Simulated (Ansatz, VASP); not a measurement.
# Two plane-wave programs on GaN

```
CELL_PARAMETERS angstrom
0.00000 2.10852 2.10852
2.10852 0.00000 2.10852
2.10852 2.10852 0.00000
ATOMIC_POSITIONS crystal
Ga 0.50000 0.50000 0.50000
N 0.00000 0.00000 0.00000
```

Alike in both runs: task single point; functional PBE-based screened hybrid; k mesh 6 × 6 × 6; no spin polarisation.

```csv
,VASP,Ansatz
version,VASP 6.6.1,Ansatz 0.2.0
potentials or method,"VASP PAW PBE potentials, release 64 (Ga_d, N)",plane waves
plane-wave cutoff (eV),520,420
occupations,"gaussian, width 0.01 eV",fixed
valence electrons in the cell,18,18
```

Ansatz gave:

* gap on the k mesh at the Fermi level (eV): 2.17
* pressure (GPa): -3.3

Problem. What did VASP give for the same quantities?

Solution. gap on the k mesh at the Fermi level (eV): 2.16; pressure (GPa): -2.2.

VASP's potentials were made for PBE, not for PBE-based screened hybrid. Ansatz's warnings: stress exchange threshold loose, stress scf threshold loose.

The k mesh is coarse, so the values compare programs but aren't converged.
